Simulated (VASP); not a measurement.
# BaTiO3 (Cm) in VASP: further runs, part 2 of 2

VASP 6.6.1. The steps go on from the part before.

### Step 3. Single point, PBE (strain +0.0600 x Voigt [1, 0, 0, 0, 0, 0])

INCAR

```
PREC = Accurate ; ENCUT = 1340
EDIFF = 1E-6 ; ISMEAR = 0
SIGMA = 0.05 ; LREAL = False
LASPH = True ; NELM = 120
ALGO = Normal ; ISIF = 2
LWAVE = False ; LCHARG = False
GGA = PE ; NBANDS = 28
GGA_COMPAT = False
```

KPOINTS

```
Automatic mesh
0
Gamma
  6 6 6
```

POSCAR

```
BaTiO3
1.0
    3.0348549325      1.6529946342      2.3563003940
   -3.0348549325      1.6529946342      2.3563003940
    0.0000000000     -3.3059892684      2.3563003940
Ba Ti O
1 1 3
Direct
    0.0049545205      0.0049545205      0.0049545205
    0.5191875227      0.5191875227      0.5191875227
    0.4883938465      0.4883938465      0.9777702638
    0.4883938465      0.9777702638      0.4883938465
    0.9777702638      0.4883938465      0.4883938465
```

Potentials or basis: VASP PAW PBE potentials, release 64 (Ba_sv, Ti_sv, O_h).

Run with:

```bash
> cat potpaw_PBE.64/Ba_sv/POTCAR potpaw_PBE.64/Ti_sv/POTCAR potpaw_PBE.64/O_h/POTCAR > POTCAR
> mpirun -np 1 vasp_std > vasp.out
```

OUTCAR:

```text
PREC = Accurate
   ENCUT = 1340
   EDIFF = 1E-6
   ISMEAR = 0
   LREAL = False
   LASPH = True
   NELM = 120
   ISIF = 2
   GGA = PE

 ion  position               nearest neighbor table
   1  0.005  0.005  0.005-   3 2.78   4 2.83   5 2.83   5 2.91   4 2.91   4 2.91   5 2.91   3 2.98
                             4 3.02   5 3.02   3 3.04   3 3.04   2 3.43   2 3.48   2 3.54   2 3.62
   2  0.519  0.519  0.519-   3 1.87   4 1.93   5 1.93   3 2.21   1 3.43   1 3.48   1 3.54   1 3.62
                             1 3.62   1 3.64   1 3.68   1 3.68
   3  0.488  0.488  0.978-   2 1.87   2 2.21   1 2.78   1 2.98   1 3.04   1 3.04
   4  0.488  0.978  0.488-   2 1.93   1 2.83   1 2.91   1 2.91   1 3.02
   5  0.978  0.488  0.488-   2 1.93   1 2.83   1 2.91   1 2.91   1 3.02

  LATTYP: Found a base centered monoclinic cell.
 ALAT       =     5.7565763462
 B/A-ratio  =     1.0543957901
 C/A-ratio  =     0.7052400250
 COS(beta)  =    -0.0074769073

  Lattice vectors:

 A1 = (  -3.0348549325,  -1.6529946342,  -2.3563003940)
 A2 = (   3.0348549325,  -1.6529946342,  -2.3563003940)
 A3 = (   0.0000000000,  -3.3059892684,   2.3563003940)

Analysis of symmetry for initial positions (statically):
=====================================================================
 Subroutine PRICEL returns:
 Original cell was already a primitive cell.

 Routine SETGRP: Setting up the symmetry group for a
 base centered monoclinic supercell.

 Subroutine GETGRP returns: Found  2 space group operations
 (whereof  2 operations were pure point group operations)
 out of a pool of  4 trial point group operations.

The static configuration has the point symmetry C_1h.

Analysis of symmetry for dynamics (positions and initial velocities):
=====================================================================
 Subroutine PRICEL returns:
 Original cell was already a primitive cell.

 Routine SETGRP: Setting up the symmetry group for a
 base centered monoclinic supercell.

 Subroutine GETGRP returns: Found  2 space group operations
 (whereof  2 operations were pure point group operations)
 out of a pool of  4 trial point group operations.

The dynamic configuration has the point symmetry C_1h.

 Subroutine INISYM returns: Found  2 space group operations
 (whereof  2 operations are pure point group operations),
 and found     1 'primitive' translations

----------------------------------------------------------------------------------------

                                     Primitive cell

  volume of cell :      70.9237

  direct lattice vectors                    reciprocal lattice vectors
     3.034854933  1.652994634  2.356300394     0.164752521  0.100827107  0.141464702
    -3.034854933  1.652994634  2.356300394    -0.164752521  0.100827107  0.141464702
     0.000000000 -3.305989268  2.356300394     0.000000000 -0.201654214  0.141464702

  length of vectors
     4.182689000  4.182689000  4.059768046     0.239419633  0.239419633  0.246326377

  position of ions in fractional coordinates (direct lattice)
     0.004954521  0.004954521  0.004954521
     0.519187523  0.519187523  0.519187523
     0.488393847  0.488393847  0.977770264
     0.488393847  0.977770264  0.488393847
     0.977770264  0.488393847  0.488393847

  ion indices of the primitive-cell ions
   primitive index   ion index
                 1           1
[... 27 lines left out ...]
 ===========================================

 Found     68 irreducible k-points:

 Following reciprocal coordinates:
            Coordinates               Weight
  0.000000  0.000000  0.000000      1.000000
  0.166667  0.000000  0.000000      4.000000
  0.333333  0.000000  0.000000      4.000000
  0.500000  0.000000  0.000000      2.000000
  0.166667  0.166667  0.000000      2.000000
  0.333333  0.166667  0.000000      4.000000
[... 16 lines left out ...]
 -0.333333  0.166667  0.166667      4.000000
 -0.166667  0.166667  0.166667      4.000000
 [... further k-points ...]
   k-points           NKPTS =     68   k-points in BZ     NKDIM =     68   number of bands    NBANDS=     28
   number of dos      NEDOS =    301   number of ions     NIONS =      5
   total plane-waves  NPLWV = 120000
   dimension x,y,z NGX =    50 NGY =   50 NGZ =   48
   dimension x,y,z NGXF=   100 NGYF=  100 NGZF=   96
   ions per type =               1   1   3
   NGX,Y,Z   is equivalent  to a cutoff of  19.87, 19.87, 19.66 a.u.
   NGXF,Y,Z  is equivalent  to a cutoff of  39.75, 39.75, 39.31 a.u.
 SYSTEM =  unknown system
   PREC   = accura    normal or accurate (medium, high low for compatibility)
   ISTART =      0    job   : 0-new  1-cont  2-samecut
   ICHARG =      2    charge: 1-file 2-atom 10-const
   ISPIN  =      1    spin polarized calculation?
   LNONCOLLINEAR =      F non collinear calculations
   LSORBIT =      F    spin-orbit coupling
   LASPH  =      T    aspherical Exc in radial PAW
   ENCUT  = 1340.0 eV  98.49 Ry    9.92 a.u.  12.48 12.48 12.12*2*pi/ulx,y,z
   NELM   =    120;   NELMIN=  2; NELMDL= -5     # of ELM steps
   EDIFF  = 0.1E-05   stopping-criterion for ELM
   LREAL  =      F    real-space projection
   EDIFFG = 0.1E-04   stopping-criterion for IOM
   NSW    =      0    number of steps for IOM
   IBRION =     -1    ionic relax: 0-MD 1-quasi-New 2-CG
   NFREE  =      0    steps in history (QN), initial steepest desc. (CG)
   ISIF   =      2    stress and relaxation
   ISYM   =      2    0-nonsym 1-usesym 2-fastsym
   POTIM  = 0.5000    time-step for ionic-motion
   TEBEG  =    0.0;   TEEND  =   0.0 temperature during run
   PSTRESS=    0.0 pullay stress
   NELECT =      40.0000    total number of electrons
   NUPDOWN=      -1.0000    fix difference up-down
   EMIN   =  10.00;   EMAX   =-10.00  energy-range for DOS
   EFERMI =   0.00;   METHOD = LEGACY
   ISMEAR =     0;   SIGMA  =   0.05  broadening in eV -4-tet -1-fermi 0-gaus
   EFERMI_NEDOS =   21; number of points for ismear=-14 and -15
   IALGO  =     38    algorithm
   IMIX   =      4    mixing-type and parameters
     AMIX     =   0.40;   BMIX     =  1.00
     AMIX_MAG =   1.60;   BMIX_MAG =  1.00
  volume/ion in A,a.u.               =      14.18        95.72
  Fermi-wavevector in a.u.,A,eV,Ry     =   1.352584  2.556014 24.891651  1.829485
  Thomas-Fermi vector in A             =   2.479911
   LORBIT       =      0    0 simple, 1 ext, 2 COOP (PROOUT), +10 PAW based schemes
   GGA     = PE    functional components
   LHFCALC =     F    Hartree Fock is set to
   AEXX    =    0.0000 exact exchange contribution
   IVDW    =     0    specifies the selected vdW correction
   LEPSILON=     F    determine dielectric tensor
   LRPA    =     F    only Hartree local field effects (RPA)
 non-spin polarized calculation
 Gauss-broadening in eV      SIGMA  =   0.05
  energy-cutoff  :     1340.00
  volume of cell :       70.92
 maximum number of plane-waves:      7934
 NGX is ok and might be reduce to    50
   NGX = 25   NGY = 25   NGZ = 25

 number of electron      39.9999999 magnetization

 Free energy of the ion-electron system (eV)
  ---------------------------------------------------
  ext. energy  EPLUGINS =         0.00000000
  ---------------------------------------------------
  free energy    TOTEN  =       -39.92004309 eV

  energy without entropy =      -39.92004309  energy(sigma->0) =      -39.92004309

 E-fermi :   3.7641     XC(G=0): -10.7113

 val. band max:        3.3968113407   @ k =   0.5000   0.5000   0.5000
 cond. band min:       5.6647947520   @ k =   0.0000   0.0000   0.0000
 fundamental gap:      2.2679834113
 Fermi energy:         3.7640570172

 k-point     1 :       0.0000    0.0000    0.0000
  band No.  band energies     occupation
      1     -53.2154      2.00000
      2     -29.4614      2.00000
      3     -29.4475      2.00000
      4     -29.3939      2.00000
      5     -21.7231      2.00000
      6     -13.2636      2.00000
[... 733 lines left out ...]
     27       9.5728      0.00000
     28      10.7674      0.00000

 [... further k-points ...]
[... 5 lines left out ...]
  --------------------------------------------------------------------------------------
  -------------------------------------------------------------------------------------
  Total       -6.2315804     -1.5529058     -1.1322885      0.0000000      0.3485445      0.0000000
  in kB     -140.7723948    -35.0803886    -25.5785775      0.0000000      7.8736759      0.0000000
  external PRESSURE =     -67.1437870 kB  Pullay stress =       0.0000000 kB

 VOLUME and BASIS-vectors are now :
 -----------------------------------------------------------------------------
  energy-cutoff  :     1340.00
  volume of cell :       70.92
      direct lattice vectors                 reciprocal lattice vectors
     3.034854933  1.652994634  2.356300394     0.164752521  0.100827107  0.141464702
    -3.034854933  1.652994634  2.356300394    -0.164752521  0.100827107  0.141464702
     0.000000000 -3.305989268  2.356300394     0.000000000 -0.201654214  0.141464702

 POSITION                                       TOTAL-FORCE (eV/Angst)
 -----------------------------------------------------------------------------------
      0.00000      0.00000      0.03502        -0.000000     -0.002640      0.003289
      0.00000      0.00000      3.67009        -0.000000      0.235303      0.491870
      0.00000     -1.61787      4.60553        -0.000000      0.182599     -0.060216
     -1.48519      0.80894      4.60553         0.557277     -0.207631     -0.217472
      1.48519      0.80894      4.60553        -0.557277     -0.207631     -0.217472
 -----------------------------------------------------------------------------------
    total drift:                               -0.000000      0.000672     -0.000370

  FREE ENERGIE OF THE ION-ELECTRON SYSTEM (eV)
  ---------------------------------------------------
  free  energy   TOTEN  =       -39.9200430871 eV

  energy  without entropy=      -39.9200430871  energy(sigma->0) =      -39.92004309
```

It took 8 min on 1 thread of Intel Xeon Platinum 8259CL at 2.50GHz (Skylake/Cascade Lake), shared host; peak memory 0.74 GiB.

What came out:

```
Free energy            : -39.9200 eV
Pressure               : -6.7 GPa
Largest force          : 0.633 eV/Å
Band gap on the k mesh : 2.27 eV (least direct gap 2.80 eV)
```

Forces on the atoms (eV/Å):
```
Ba   0.000 -0.003  0.003
Ti   0.000  0.235  0.492
O    0.000  0.183 -0.060
O    0.557 -0.208 -0.217
O   -0.557 -0.208 -0.217
```

Stress tensor (GPa, compression positive):
```
-14.08   0.00   0.00
  0.00  -3.51   0.79
  0.00   0.79  -2.56
```

Levels at points of the mesh, in eV from the valence-band top:
```
           k point  band 16  band 17  band 18  band 19  band 20  band 21  band 22  band 23  band 24  band 25
(0.00, 0.00, 0.00)    -1.28    -0.97    -0.73    -0.65    -0.53     2.27     2.43     2.43     3.88     4.11
(0.50, 0.00, 0.00)    -1.87    -1.55    -1.45    -1.08    -0.89     2.48     3.27     3.42     4.01     5.28
(0.50, 0.50, 0.00)    -2.32    -1.67    -1.11    -1.06    -0.12     3.33     3.44     3.62     4.55     6.62
(0.00, 0.00, 0.50)    -2.05    -1.64    -1.57    -1.12    -0.85     2.46     3.43     3.64     3.87     5.38
(0.50, 0.00, 0.50)    -2.39    -1.65    -0.91    -0.83    -0.13     3.31     3.53     3.81     4.28     6.92
(0.50, 0.50, 0.50)    -2.36    -2.21    -0.12    -0.05     0.00     3.68     3.89     4.04     5.98     6.15
```

Caveat: the cell differs from its parent crystal (strain +0.0600 x Voigt [1, 0, 0, 0, 0, 0]); the stress differs along the axes, from -14 to -3 GPa; spin-orbit coupling is left out, which moves the levels of the heavy elements.
